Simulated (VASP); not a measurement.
# Cr (P6/mmm) in VASP: relaxation of cell and atoms with LDA

Aim: the relaxation of cell and atoms of Cr with LDA.

All numbers are computed with VASP 6.6.1; they aren't measurements. Logs are shortened: lines on timing, memory, paths and dates and some standing lists are left out, and cuts for length are marked.

## (1) The cell of the first run

It takes space group P6/mmm (No. 191, hexagonal). Conventional cell: a = 4.077 Å, b = 4.077 Å, c = 2.499 Å, α = 90.00°, β = 90.00°, γ = 120.00°. Cr (site symmetry 6/mmm) has 14 Cr at 2.50 to 2.67 Å within 3.3 Å. Within 3.1 Å of Cr (site symmetry -6m2) lie 11 Cr at 2.35 to 2.67 Å.

This isn't the form of Cr at room conditions, which is bcc.

## (2) Relaxation of cell and atoms, LDA, collinear spin, ferromagnetic start

INCAR reads:

```
  PREC = Accurate
  ENCUT = 600
  EDIFF = 1E-6
  ISMEAR = -1
  SIGMA = 0.05
  LREAL = False
  LASPH = True
  NELM = 150
  ALGO = Normal
  ISIF = 3
  LWAVE = False
  LCHARG = False
  ISPIN = 2
  MAGMOM = 1.5 1.5 1.5
  LORBIT = 11
  LMAXMIX = 4
  GGA = CA
  IBRION = 2
  NSW = 80
  EDIFFG = -0.01
```

KPOINTS reads:

```
regular mesh
0
Gamma
  9 9 13
```

POSCAR reads:

```
Cr
1.0
    4.0770582338      0.0000000000      0.0000000000
   -2.0385291169      3.5308360031      0.0000000000
    0.0000000000      0.0000000000      2.4992366973
Cr
3
Direct
    0.0000000000      0.0000000000      0.0000000000
    0.3333333333      0.6666666667      0.5000000000
    0.6666666667      0.3333333333      0.5000000000
```

Potentials or basis: VASP PAW LDA potentials, release 64 (Cr_pv).

Command:

```console
$ cat potpaw_LDA.64/Cr_pv/POTCAR > POTCAR
$ mpirun -np 1 vasp_std > vasp.out
```

OUTCAR:

```text
PREC = Accurate
   ENCUT = 600
   EDIFF = 1E-6
   ISMEAR = -1
   LREAL = False
   LASPH = True
   NELM = 150
   ISIF = 3
   ISPIN = 2
   LORBIT = 11
   GGA = CA
   IBRION = 2
   NSW = 80
   EDIFFG = -0.01

 ion  position               nearest neighbor table
   1  0.000  0.000  0.000-   2 2.67   3 2.67   2 2.67   3 2.67   2 2.67   2 2.67   3 2.67   3 2.67
                             3 2.67   3 2.67   2 2.67   2 2.67
   2  0.333  0.667  0.500-   3 2.35   3 2.35   3 2.35   1 2.67   1 2.67   1 2.67   1 2.67   1 2.67
                             1 2.67
   3  0.667  0.333  0.500-   2 2.35   2 2.35   2 2.35   1 2.67   1 2.67   1 2.67   1 2.67   1 2.67
                             1 2.67

  LATTYP: Found a hexagonal cell.
 ALAT       =     4.0770582338
 C/A-ratio  =     0.6130000000

  Lattice vectors:

 A1 = (   4.0770582338,   0.0000000000,   0.0000000000)
 A2 = (  -2.0385291169,   3.5308360031,   0.0000000000)
 A3 = (   0.0000000000,   0.0000000000,   2.4992366973)

Analysis of symmetry for initial positions (statically):
=====================================================================
 Subroutine PRICEL returns:
 Original cell was already a primitive cell.

 Routine SETGRP: Setting up the symmetry group for a
 hexagonal supercell.

 Subroutine GETGRP returns: Found 24 space group operations
 (whereof 24 operations were pure point group operations)
 out of a pool of 24 trial point group operations.

The static configuration has the point symmetry D_6h.

Analysis of symmetry for dynamics (positions and initial velocities):
=====================================================================
 Subroutine PRICEL returns:
 Original cell was already a primitive cell.

 Routine SETGRP: Setting up the symmetry group for a
 hexagonal supercell.

 Subroutine GETGRP returns: Found 24 space group operations
 (whereof 24 operations were pure point group operations)
 out of a pool of 24 trial point group operations.

The dynamic configuration has the point symmetry D_6h.

Analysis of structural, dynamic, and magnetic symmetry:
=====================================================================
 Subroutine PRICEL returns:
 Original cell was already a primitive cell.

 Routine SETGRP: Setting up the symmetry group for a
 hexagonal supercell.

 Subroutine GETGRP returns: Found 24 space group operations
 (whereof 24 operations were pure point group operations)
 out of a pool of 24 trial point group operations.

The overall configuration has the point symmetry D_6h.

 Subroutine INISYM returns: Found 24 space group operations
 (whereof 24 operations are pure point group operations),
 and found     1 'primitive' translations

----------------------------------------------------------------------------------------

                                     Primitive cell

  volume of cell :      35.9776

  direct lattice vectors                    reciprocal lattice vectors
     4.077058234  0.000000000  0.000000000     0.245274888  0.141609522  0.000000000
    -2.038529117  3.530836003  0.000000000     0.000000000  0.283219045  0.000000000
     0.000000000  0.000000000  2.499236697     0.000000000  0.000000000  0.400122166

  length of vectors
     4.077058234  4.077058234  2.499236697     0.283219045  0.283219045  0.400122166

  position of ions in fractional coordinates (direct lattice)
     0.000000000  0.000000000  0.000000000
     0.333333333  0.666666667  0.500000000
     0.666666667  0.333333333  0.500000000

  ion indices of the primitive-cell ions
   primitive index   ion index
                 1           1
                 2           2
                 3           3

----------------------------------------------------------------------------------------

 KPOINTS: regular mesh

Automatic generation of k-mesh.
 Grid dimensions read from file:
 generate k-points for:    9    9   13

 Generating k-lattice:

  Cartesian coordinates                     Fractional coordinates (reciprocal lattice)
     0.027252765  0.015734391  0.000000000     0.111111111  0.000000000  0.000000000
     0.000000000  0.031468783  0.000000000     0.000000000  0.111111111  0.000000000
     0.000000000  0.000000000  0.030778628     0.000000000  0.000000000  0.076923077

  Length of vectors
     0.031468783  0.031468783  0.030778628

  Shift w.r.t. Gamma in fractional coordinates (k-lattice)
     0.000000000  0.000000000  0.000000000

 Subroutine IBZKPT returns following result:
 ===========================================

 Found     84 irreducible k-points:

 Following reciprocal coordinates:
            Coordinates               Weight
  0.000000  0.000000  0.000000      1.000000
  0.111111  0.000000  0.000000      6.000000
  0.222222 -0.000000  0.000000      6.000000
  0.333333  0.000000  0.000000      6.000000
  0.444444 -0.000000  0.000000      6.000000
  0.111111  0.111111  0.000000      6.000000
[... 16 lines left out ...]
  0.333333  0.222222  0.076923     24.000000
  0.333333  0.333333  0.076923      4.000000
 [... further k-points ...]
   k-points           NKPTS =     84   k-points in BZ     NKDIM =     84   number of bands    NBANDS=     24
   number of dos      NEDOS =    301   number of ions     NIONS =      3
   total plane-waves  NPLWV =  25920
   dimension x,y,z NGX =    36 NGY =   36 NGZ =   20
   dimension x,y,z NGXF=    72 NGYF=   72 NGZF=   40
   ions per type =               3
   NGX,Y,Z   is equivalent  to a cutoff of  14.68, 14.68, 13.30 a.u.
   NGXF,Y,Z  is equivalent  to a cutoff of  29.36, 29.36, 26.61 a.u.
 SYSTEM =  unknown system
   PREC   = accura    normal or accurate (medium, high low for compatibility)
   ISTART =      0    job   : 0-new  1-cont  2-samecut
   ICHARG =      2    charge: 1-file 2-atom 10-const
   ISPIN  =      2    spin polarized calculation?
   LNONCOLLINEAR =      F non collinear calculations
   LSORBIT =      F    spin-orbit coupling
   LASPH  =      T    aspherical Exc in radial PAW
   ENCUT  =  600.0 eV  44.10 Ry    6.64 a.u.   8.14  8.14  4.99*2*pi/ulx,y,z
   NELM   =    150;   NELMIN=  2; NELMDL= -5     # of ELM steps
   EDIFF  = 0.1E-05   stopping-criterion for ELM
   LREAL  =      F    real-space projection
   EDIFFG = -.1E-01   stopping-criterion for IOM
   NSW    =     80    number of steps for IOM
   IBRION =      2    ionic relax: 0-MD 1-quasi-New 2-CG
   NFREE  =      1    steps in history (QN), initial steepest desc. (CG)
   ISIF   =      3    stress and relaxation
   ISYM   =      2    0-nonsym 1-usesym 2-fastsym
   POTIM  = 0.5000    time-step for ionic-motion
   TEBEG  =    0.0;   TEEND  =   0.0 temperature during run
   PSTRESS=    0.0 pullay stress
   NELECT =      36.0000    total number of electrons
   NUPDOWN=      -1.0000    fix difference up-down
   EMIN   =  10.00;   EMAX   =-10.00  energy-range for DOS
   EFERMI =   0.00;   METHOD = LEGACY
   ISMEAR =    -1;   SIGMA  =   0.05  broadening in eV -4-tet -1-fermi 0-gaus
   EFERMI_NEDOS =   21; number of points for ismear=-14 and -15
   IALGO  =     38    algorithm
   IMIX   =      4    mixing-type and parameters
     AMIX     =   0.40;   BMIX     =  1.00
     AMIX_MAG =   1.60;   BMIX_MAG =  1.00
  volume/ion in A,a.u.               =      11.99        80.93
  Fermi-wavevector in a.u.,A,eV,Ry     =   1.637439  3.094310 36.480015  2.681205
  Thomas-Fermi vector in A             =   2.728578
   LORBIT       =     11    0 simple, 1 ext, 2 COOP (PROOUT), +10 PAW based schemes
   GGA     = CA    functional components
   LHFCALC =     F    Hartree Fock is set to
   AEXX    =    0.0000 exact exchange contribution
   IVDW    =     0    specifies the selected vdW correction
   LEPSILON=     F    determine dielectric tensor
   LRPA    =     F    only Hartree local field effects (RPA)
 conjugate gradient relaxation of ions
 spin polarized calculation
  energy-cutoff  :      600.00
  volume of cell :       35.98
 maximum number of plane-waves:      1222
 NGX is ok and might be reduce to    36
   NGX = 17   NGY = 17   NGZ =  9

--------------------------------------- Ionic step        1  -------------------------------------------

 number of electron      36.0000009 magnetization       0.0038843

 number of electron      36.0000009 magnetization      -0.0005147

 Free energy of the ion-electron system (eV)
  ---------------------------------------------------
  ext. energy  EPLUGINS =         0.00000000
  ---------------------------------------------------
  free energy    TOTEN  =       -30.34846078 eV

  energy without entropy =      -30.28783269  energy(sigma->0) =      -30.31814673

------------------------ aborting loop because EDIFF is reached ----------------------------------------

  FORCE on cell =-STRESS in cart. coord.  units (eV):
  Direction    XX          YY          ZZ          XY          YZ          ZX
  --------------------------------------------------------------------------------------
  -------------------------------------------------------------------------------------
  Total       -1.8979480     -1.8979480     -7.8761008      0.0000000     -0.0000000      0.0000000
  in kB      -84.5206931    -84.5206931   -350.7437951      0.0000000     -0.0000000      0.0000000
  external PRESSURE =    -173.2617271 kB  Pullay stress =       0.0000000 kB
[... 258 lines left out ...]
--------------------------------------- Ionic step        8  -------------------------------------------

 number of electron      36.0000007 magnetization       0.0000009

 number of electron      36.0000007 magnetization      -0.0000009

 Free energy of the ion-electron system (eV)
  ---------------------------------------------------
  ext. energy  EPLUGINS =         0.00000000
  ---------------------------------------------------
  free energy    TOTEN  =       -30.88165897 eV

  energy without entropy =      -30.84628831  energy(sigma->0) =      -30.86397364

 E-fermi :  11.3096     XC(G=0): -14.2062

 val. band max:       11.2973457766   @ k =   0.1111   0.1111   0.4615
 cond. band min:      11.3098701898   @ k =   0.1111   0.1111   0.1538
 fundamental gap:      0.0125244132
 Fermi energy:        11.3096308388

 spin component 1

 k-point     1 :       0.0000    0.0000    0.0000
  band No.  band energies     occupation
      1     -31.4988      1.00000
      2     -31.4988      1.00000
      3     -31.4822      1.00000
      4     -31.4822      1.00000
      5     -30.8103      1.00000
      6     -30.8103      1.00000
[... 637 lines left out ...]
     23      12.9666      0.00000
     24      13.4068      0.00000

 [... further k-points ...]

 spin component 2

 k-point     1 :       0.0000    0.0000    0.0000
  band No.  band energies     occupation
      1     -31.4988      1.00000
      2     -31.4988      1.00000
      3     -31.4822      1.00000
      4     -31.4822      1.00000
      5     -30.8103      1.00000
      6     -30.8103      1.00000
[... 637 lines left out ...]
     23      12.9666      0.00000
     24      13.4068      0.00000

 [... further k-points ...]
[... 5 lines left out ...]
  --------------------------------------------------------------------------------------
  -------------------------------------------------------------------------------------
  Total       -0.0208130     -0.0208130     -0.0089617      0.0000000      0.0000000      0.0000000
  in kB       -1.0019420     -1.0019420     -0.4314182      0.0000000      0.0000000      0.0000000
  external PRESSURE =      -0.8117674 kB  Pullay stress =       0.0000000 kB
[... 18 lines left out ...]
  FREE ENERGIE OF THE ION-ELECTRON SYSTEM (eV)
  ---------------------------------------------------
  free  energy   TOTEN  =       -30.8816589688 eV

  energy  without entropy=      -30.8462883074  energy(sigma->0) =      -30.86397364

 reached required accuracy - stopping structural energy minimisation

 total charge

# of ion       s       p       d       tot
------------------------------------------
    1        0.432   6.417   4.307  11.156
    2        0.443   6.394   4.389  11.226
    3        0.443   6.394   4.389  11.226
--------------------------------------------------
tot          1.319  19.205  13.085  33.609

 magnetization (x)

# of ion       s       p       d       tot
------------------------------------------
    1        0.000   0.000   0.000   0.000
    2       -0.000  -0.000   0.000   0.000
    3       -0.000  -0.000   0.000   0.000
--------------------------------------------------
tot         -0.000   0.000   0.000   0.000
```

Wall time 6.9 min (1 thread of Intel Xeon 6975P-C (Granite Rapids), shared host); peak memory 0.25 GiB.

What came out:

| Item | Value |
| --- | --- |
| Free energy | -30.8817 eV |
| Relaxed volume | 11.09 Å³/atom |
| Relaxed cell | a = 4.154 Å, b = 4.154 Å, c = 2.227 Å, α = 90.00°, β = 90.00°, γ = 120.00° |
| Space group after relaxing (to 0.1 Å) | P6/mmm (No. 191) |
| Energy gained by relaxing | 177.7 meV/atom |
| Ionic steps | 8 |
| Pressure after relaxing | -0.1 GPa |
| Band gap on the k mesh | zero (filled and empty bands overlap) |
| Net moment | 0.00 μB per cell |
| Valence electrons inside the program's atomic spheres | Cr 11.16, 11.23 (each value once) |

The path:
```
step  energy change (eV)  largest force (eV/Å)  pressure (GPa)  volume (Å³)
   1              0.0000                0.0000          -17.33        35.98
   2             -0.0698                0.0000           42.15        29.53
   3             -0.3604                0.0000            8.82        32.27
   4             -0.4583                0.0000            9.26        32.39
   5             -0.5116                0.0000            7.98        32.38
   6             -0.4912                0.0000           -9.89        34.56
   7             -0.5330                0.0000            0.04        33.27
   8             -0.5332                0.0000           -0.08        33.28
```

Final structure:
```
Cr
1.0
     4.15426    0.00000    0.00000
    -2.07713    3.59769    0.00000
     0.00000    0.00000    2.22682
Cr
3
Direct
  0.00000 0.00000 0.00000
  0.33333 0.66667 0.50000
  0.66667 0.33333 0.50000
```

Caveat: the moments typed at the start vanished in this run.
